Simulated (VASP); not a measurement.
# Fe (Fmmm) in VASP: single point with PBE

Aim: the single point of Fe with PBE.

All numbers are computed with VASP 6.6.1; they aren't measurements. Logs are shortened: lines on timing, memory, paths and dates and some standing lists are left out, and cuts for length are marked.

## 1. The cell of the first run

It takes space group Fmmm (No. 69, orthorhombic). Conventional cell: a = 3.400 Å, b = 3.452 Å, c = 3.710 Å, α = 90.00°, β = 90.00°, γ = 90.00°. Fe (site symmetry mmm) has 12 Fe at 2.42 to 2.53 Å within 3.2 Å.

## 2. Single point, PBE, collinear spin, antiferromagnetic start

Input file INCAR:

```
SYSTEM = Fe
PREC = Accurate ; ENCUT = 690
EDIFF = 1E-6 ; ISMEAR = -1
SIGMA = 0.05 ; LREAL = .False.
LASPH = .True. ; NELM = 200
ALGO = Normal ; ISIF = 2
LWAVE = .False. ; LCHARG = .False.
ISPIN = 2 ; MAGMOM = -3 3
LORBIT = 11 ; LMAXMIX = 4
GGA = PE ; NBANDS = 27
GGA_COMPAT = .False.
```

Input file KPOINTS:

```
regular mesh
0
Gamma
  12 12 8
  0 0 0
```

Input file POSCAR:

```
Fe
1.0
    1.7000753688     -1.7262356591      0.0000000000
    1.7000753688      1.7262356591      0.0000000000
    0.0000000000      0.0000000000      3.7097032485
Fe
2
Direct
    0.5000000000      0.5000000000      0.5000000000
    0.0000000000      0.0000000000      0.0000000000
```

Potentials or basis: VASP PAW PBE potentials, release 64 (Fe_sv).

The run is started by

```console
$ cat potpaw_PBE.64/Fe_sv/POTCAR > POTCAR
$ mpirun -np 1 vasp_std > vasp.out
```

OUTCAR:

```text
SYSTEM = Fe
   PREC = Accurate
   ENCUT = 690
   EDIFF = 1E-6
   ISMEAR = -1
   LREAL = .False.
   LASPH = .True.
   NELM = 200
   ISIF = 2
   ISPIN = 2
   LORBIT = 11
   GGA = PE

 ion  position               nearest neighbor table
   1  0.500  0.500  0.500-   2 2.52   2 2.52   2 2.52   2 2.52   2 2.53   2 2.53   2 2.53   2 2.53

   2  0.000  0.000  0.000-   1 2.52   1 2.52   1 2.52   1 2.52   1 2.53   1 2.53   1 2.53   1 2.53

  LATTYP: Found a base centered orthorhombic cell.
 ALAT       =     3.4001507376
 B/A-ratio  =     1.0153877239
 C/A-ratio  =     1.0910408199

  Lattice vectors:

 A1 = (   1.7000753688,  -1.7262356591,   0.0000000000)
 A2 = (   1.7000753688,   1.7262356591,   0.0000000000)
 A3 = (   0.0000000000,   0.0000000000,   3.7097032485)

Analysis of symmetry for initial positions (statically):
=====================================================================
 Subroutine PRICEL returns following result:

  LATTYP: Found a face centered orthorhombic cell.
 ALAT       =     3.4001507376
 B/A-ratio  =     1.0153877239
 C/A-ratio  =     1.0910408199

  Lattice vectors:

 A1 = (   0.0000000000,  -1.7262356591,  -1.8548516242)
 A2 = (   1.7000753688,   0.0000000000,  -1.8548516242)
 A3 = (   1.7000753688,  -1.7262356591,   0.0000000000)

   2 primitive cells build up your supercell.

 Routine SETGRP: Setting up the symmetry group for a
 base centered orthorhombic supercell.

 Subroutine GETGRP returns: Found  8 space group operations
 (whereof  8 operations were pure point group operations)
 out of a pool of  8 trial point group operations.

The static configuration has the point symmetry D_2h.

Analysis of symmetry for dynamics (positions and initial velocities):
=====================================================================
 Subroutine PRICEL returns following result:

  LATTYP: Found a face centered orthorhombic cell.
 ALAT       =     3.4001507376
 B/A-ratio  =     1.0153877239
 C/A-ratio  =     1.0910408199

  Lattice vectors:

 A1 = (   0.0000000000,  -1.7262356591,  -1.8548516242)
 A2 = (   1.7000753688,   0.0000000000,  -1.8548516242)
 A3 = (   1.7000753688,  -1.7262356591,   0.0000000000)

   2 primitive cells build up your supercell.

 Routine SETGRP: Setting up the symmetry group for a
 base centered orthorhombic supercell.

 Subroutine GETGRP returns: Found  8 space group operations
 (whereof  8 operations were pure point group operations)
 out of a pool of  8 trial point group operations.

The dynamic configuration has the point symmetry D_2h.

Analysis of structural, dynamic, and magnetic symmetry:
=====================================================================
 Subroutine PRICEL returns following result:

  LATTYP: Found a face centered orthorhombic cell.
 ALAT       =     3.4001507376
 B/A-ratio  =     1.0153877239
 C/A-ratio  =     1.0910408199

  Lattice vectors:

 A1 = (   0.0000000000,  -1.7262356591,  -1.8548516242)
 A2 = (   1.7000753688,   0.0000000000,  -1.8548516242)
 A3 = (   1.7000753688,  -1.7262356591,   0.0000000000)

   2 primitive cells build up your supercell.

 Routine SETGRP: Setting up the symmetry group for a
 base centered orthorhombic supercell.

 Subroutine GETGRP returns: Found  8 space group operations
 (whereof  8 operations were pure point group operations)
 out of a pool of  8 trial point group operations.

The overall configuration has the point symmetry D_2h.

 Subroutine INISYM returns: Found  8 space group operations
 (whereof  8 operations are pure point group operations),
 and found     2 'primitive' translations

----------------------------------------------------------------------------------------

                                     Primitive cell

  volume of cell :      10.8870

  direct lattice vectors                    reciprocal lattice vectors
     0.000000000 -1.726235659 -1.854851624    -0.294104608 -0.289647591 -0.269563341
     1.700075369  0.000000000 -1.854851624     0.294104608  0.289647591 -0.269563341
     1.700075369 -1.726235659  0.000000000     0.294104608 -0.289647591  0.269563341

  length of vectors
     2.533843740  2.516094356  2.422838379     0.493008765  0.493008765  0.493008765

  position of ions in fractional coordinates (direct lattice)
     0.000000000  0.000000000  0.000000000

  ion indices of the primitive-cell ions
   primitive index   ion index
                 1           1

----------------------------------------------------------------------------------------

 KPOINTS: regular mesh

Automatic generation of k-mesh.
 Grid dimensions read from file:
 generate k-points for:   12   12    8

 Generating k-lattice:

  Cartesian coordinates                     Fractional coordinates (reciprocal lattice)
     0.024508717 -0.024137299  0.000000000     0.083333333 -0.000000000  0.000000000
     0.024508717  0.024137299  0.000000000    -0.000000000  0.083333333  0.000000000
     0.000000000  0.000000000  0.033695418     0.000000000  0.000000000  0.125000000

  Length of vectors
     0.034398931  0.034398931  0.033695418

  Shift w.r.t. Gamma in fractional coordinates (k-lattice)
     0.000000000  0.000000000  0.000000000

 Subroutine IBZKPT returns following result:
 ===========================================

 Found    215 irreducible k-points:

 Following reciprocal coordinates:
            Coordinates               Weight
  0.000000  0.000000  0.000000      1.000000
  0.083333  0.000000  0.000000      4.000000
  0.166667  0.000000  0.000000      4.000000
  0.250000  0.000000  0.000000      4.000000
  0.333333 -0.000000  0.000000      4.000000
  0.416667 -0.000000  0.000000      4.000000
[... 16 lines left out ...]
  0.500000  0.166667  0.000000      4.000000
 -0.416667  0.166667  0.000000      4.000000
 [... further k-points ...]
   k-points           NKPTS =    215   k-points in BZ     NKDIM =    215   number of bands    NBANDS=     27
   number of dos      NEDOS =    301   number of ions     NIONS =      2
   total plane-waves  NPLWV =  18432
   dimension x,y,z NGX =    24 NGY =   24 NGZ =   32
   dimension x,y,z NGXF=    48 NGYF=   48 NGZF=   64
   ions per type =               2
   NGX,Y,Z   is equivalent  to a cutoff of  16.47, 16.47, 14.34 a.u.
   NGXF,Y,Z  is equivalent  to a cutoff of  32.94, 32.94, 28.68 a.u.
 SYSTEM =  Fe
   PREC   = accura    normal or accurate (medium, high low for compatibility)
   ISTART =      0    job   : 0-new  1-cont  2-samecut
   ICHARG =      2    charge: 1-file 2-atom 10-const
   ISPIN  =      2    spin polarized calculation?
   LNONCOLLINEAR =      F non collinear calculations
   LSORBIT =      F    spin-orbit coupling
   LASPH  =      T    aspherical Exc in radial PAW
   ENCUT  =  690.0 eV  50.71 Ry    7.12 a.u.   5.19  5.19  7.95*2*pi/ulx,y,z
   NELM   =    200;   NELMIN=  2; NELMDL= -5     # of ELM steps
   EDIFF  = 0.1E-05   stopping-criterion for ELM
   LREAL  =      F    real-space projection
   EDIFFG = 0.1E-04   stopping-criterion for IOM
   NSW    =      0    number of steps for IOM
   IBRION =     -1    ionic relax: 0-MD 1-quasi-New 2-CG
   NFREE  =      0    steps in history (QN), initial steepest desc. (CG)
   ISIF   =      2    stress and relaxation
   ISYM   =      2    0-nonsym 1-usesym 2-fastsym
   POTIM  = 0.5000    time-step for ionic-motion
   TEBEG  =    0.0;   TEEND  =   0.0 temperature during run
   PSTRESS=    0.0 pullay stress
   NELECT =      32.0000    total number of electrons
   NUPDOWN=      -1.0000    fix difference up-down
   EMIN   =  10.00;   EMAX   =-10.00  energy-range for DOS
   EFERMI =   0.00;   METHOD = LEGACY
   ISMEAR =    -1;   SIGMA  =   0.05  broadening in eV -4-tet -1-fermi 0-gaus
   EFERMI_NEDOS =   21; number of points for ismear=-14 and -15
   IALGO  =     38    algorithm
   IMIX   =      4    mixing-type and parameters
     AMIX     =   0.40;   BMIX     =  1.00
     AMIX_MAG =   1.60;   BMIX_MAG =  1.00
  volume/ion in A,a.u.               =      10.89        73.47
  Fermi-wavevector in a.u.,A,eV,Ry     =   1.861283  3.517314 47.135662  3.464373
  Thomas-Fermi vector in A             =   2.909110
   LORBIT       =     11    0 simple, 1 ext, 2 COOP (PROOUT), +10 PAW based schemes
   GGA     = PE    functional components
   LHFCALC =     F    Hartree Fock is set to
   AEXX    =    0.0000 exact exchange contribution
   IVDW    =     0    specifies the selected vdW correction
   LEPSILON=     F    determine dielectric tensor
   LRPA    =     F    only Hartree local field effects (RPA)
 spin polarized calculation
  energy-cutoff  :      690.00
  volume of cell :       21.77
 maximum number of plane-waves:       924
 NGX is ok and might be reduce to    24
   NGX = 11   NGY = 11   NGZ = 15

 number of electron      31.9999991 magnetization       0.0000000

 number of electron      31.9999991 magnetization      -0.0000000

 Free energy of the ion-electron system (eV)
  ---------------------------------------------------
  ext. energy  EPLUGINS =         0.00000000
  ---------------------------------------------------
  free energy    TOTEN  =       -16.55838637 eV

  energy without entropy =      -16.53947058  energy(sigma->0) =      -16.54892848

 E-fermi :  13.0329     XC(G=0): -14.0073

 val. band max:       13.0290938009   @ k =   0.2500   0.2500   0.5000
 cond. band min:      13.0350007907   @ k =  -0.1667   0.1667   0.5000
 fundamental gap:      0.0059069898
 Fermi energy:        13.0328887120

 spin component 1

 k-point     1 :       0.0000    0.0000    0.0000
  band No.  band energies     occupation
      1     -75.1286      1.00000
      2     -73.2976      1.00000
      3     -41.1789      1.00000
      4     -41.0003      1.00000
      5     -40.9829      1.00000
      6     -39.3432      1.00000
[... 19 lines left out ...]
     26      38.8137      0.00000
     27      38.8984      0.00000

 k-point     2 :       0.0833    0.0000    0.0000
  band No.  band energies     occupation
      1     -75.1258      1.00000
      2     -73.2948      1.00000
      3     -41.1749      1.00000
      4     -41.0163      1.00000
      5     -40.9868      1.00000
      6     -39.3426      1.00000
[... 652 lines left out ...]
 k-point    24 :      -0.4167    0.1667    0.0000
  band No.  band energies     occupation
      1     -75.0795      1.00000
      2     -73.2483      1.00000
      3     -41.2858      1.00000
      4     -41.1144      1.00000
      5     -41.0444      1.00000
      6     -39.5053      1.00000
[... 19 lines left out ...]
     26      33.1954      0.00000
     27      37.7850      0.00000

 [... further k-points ...]

 spin component 2

 k-point     1 :       0.0000    0.0000    0.0000
  band No.  band energies     occupation
      1     -75.1286      1.00000
      2     -73.2976      1.00000
      3     -41.1789      1.00000
      4     -41.0003      1.00000
      5     -40.9829      1.00000
      6     -39.3432      1.00000
[... 19 lines left out ...]
     26      38.8137      0.00000
     27      38.8984      0.00000

 k-point     2 :       0.0833    0.0000    0.0000
  band No.  band energies     occupation
      1     -75.1258      1.00000
      2     -73.2948      1.00000
      3     -41.1749      1.00000
      4     -41.0163      1.00000
      5     -40.9868      1.00000
      6     -39.3426      1.00000
[... 652 lines left out ...]
 k-point    24 :      -0.4167    0.1667    0.0000
  band No.  band energies     occupation
      1     -75.0795      1.00000
      2     -73.2483      1.00000
      3     -41.2858      1.00000
      4     -41.1144      1.00000
      5     -41.0444      1.00000
      6     -39.5053      1.00000
[... 19 lines left out ...]
     26      33.1954      0.00000
     27      37.7850      0.00000

 [... further k-points ...]

------------------------ aborting loop because EDIFF is reached ----------------------------------------

  FORCE on cell =-STRESS in cart. coord.  units (eV):
  Direction    XX          YY          ZZ          XY          YZ          ZX
  --------------------------------------------------------------------------------------
  -------------------------------------------------------------------------------------
  Total       -0.3178258     -0.4340223     -0.4533886      0.0000000      0.0000000      0.0000000
  in kB      -23.3863423    -31.9363472    -33.3613573      0.0000000      0.0000000      0.0000000
  external PRESSURE =     -29.5613489 kB  Pullay stress =       0.0000000 kB

 VOLUME and BASIS-vectors are now :
 -----------------------------------------------------------------------------
  energy-cutoff  :      690.00
  volume of cell :       21.77
      direct lattice vectors                 reciprocal lattice vectors
     1.700075369 -1.726235659  0.000000000     0.294104608 -0.289647591  0.000000000
     1.700075369  1.726235659  0.000000000     0.294104608  0.289647591  0.000000000
     0.000000000  0.000000000  3.709703248     0.000000000  0.000000000  0.269563341

 POSITION                                       TOTAL-FORCE (eV/Angst)
 -----------------------------------------------------------------------------------
      1.70008      0.00000      1.85485        -0.000000      0.000000      0.000000
      0.00000      0.00000      0.00000         0.000000     -0.000000     -0.000000
 -----------------------------------------------------------------------------------
    total drift:                                0.000000      0.000000     -0.000000

  FREE ENERGIE OF THE ION-ELECTRON SYSTEM (eV)
  ---------------------------------------------------
  free  energy   TOTEN  =       -16.5583863737 eV

  energy  without entropy=      -16.5394705832  energy(sigma->0) =      -16.54892848

 total charge

# of ion       s       p       d       tot
------------------------------------------
    1        2.197   6.048   5.508  13.754
    2        2.197   6.048   5.508  13.754
--------------------------------------------------
tot          4.395  12.097  11.017  27.508

 magnetization (x)

# of ion       s       p       d       tot
------------------------------------------
    1       -0.011  -0.013  -1.523  -1.547
    2        0.011   0.013   1.523   1.547
--------------------------------------------------
tot          0.000   0.000   0.000   0.000
```

It took 3 min on 1 thread of Intel Xeon Platinum 8488C (Sapphire Rapids), shared host; peak memory 0.35 GiB.

What came out:

| Item | Value |
| --- | --- |
| Free energy | -16.5584 eV |
| Pressure | -3.0 GPa |
| Band gap on the k mesh | zero (filled and empty bands overlap) |
| Net moment | 0.00 μB per cell |
| Site moments | Fe -1.55, +1.55 μB |
| Valence electrons inside the program's atomic spheres | Fe 13.75 |

Stress tensor (GPa, compression positive):
```
-2.34  0.00  0.00
 0.00 -3.19  0.00
 0.00  0.00 -3.34
```

Levels at points of the mesh, in eV from the Fermi level:
Spin up:
```
           k point  band 12  band 13  band 14  band 15  band 16  band 17  band 18  band 19  band 20  band 21
(0.00, 0.00, 0.00)    -2.06    -1.80    -1.72    -0.81    -0.60     1.20     1.22     1.45     1.60     9.52
(0.50, 0.00, 0.00)    -2.97    -2.27    -1.87    -1.85    -1.04     0.26     0.71     2.14     3.11    11.70
(0.50, 0.50, 0.00)    -4.21     0.33     0.63     0.82     0.86     1.05     1.74     3.14     3.54    11.23
(0.00, 0.00, 0.50)    -2.73    -2.23    -1.29    -1.28    -0.95    -0.76     0.39     0.45     1.54    18.13
(0.50, 0.00, 0.50)    -2.14    -1.71    -1.52    -0.25    -0.16     0.53     0.86     1.07     1.20     7.50
(0.50, 0.50, 0.50)    -3.20    -1.99    -1.91    -1.22     0.27     0.63     1.75     8.53     8.64     8.89
```
Spin down:
```csv
k point,band 13,band 14,band 15,band 16,band 17,band 18,band 19,band 20
"(0.00, 0.00, 0.00)",-1.80,-1.72,-0.81,-0.60,1.20,1.22,1.45,1.60
"(0.50, 0.00, 0.00)",-2.27,-1.87,-1.85,-1.04,0.26,0.71,2.14,3.11
"(0.50, 0.50, 0.00)",0.33,0.63,0.82,0.86,1.05,1.74,3.14,3.54
"(0.00, 0.00, 0.50)",-2.23,-1.29,-1.28,-0.95,-0.76,0.39,0.45,1.54
"(0.50, 0.00, 0.50)",-1.71,-1.52,-0.25,-0.16,0.53,0.86,1.07,1.20
"(0.50, 0.50, 0.50)",-1.99,-1.91,-1.22,0.27,0.63,1.75,8.53,8.64
```

Caveat: the antiferromagnetic order is the one typed at the start, and another may lie lower.
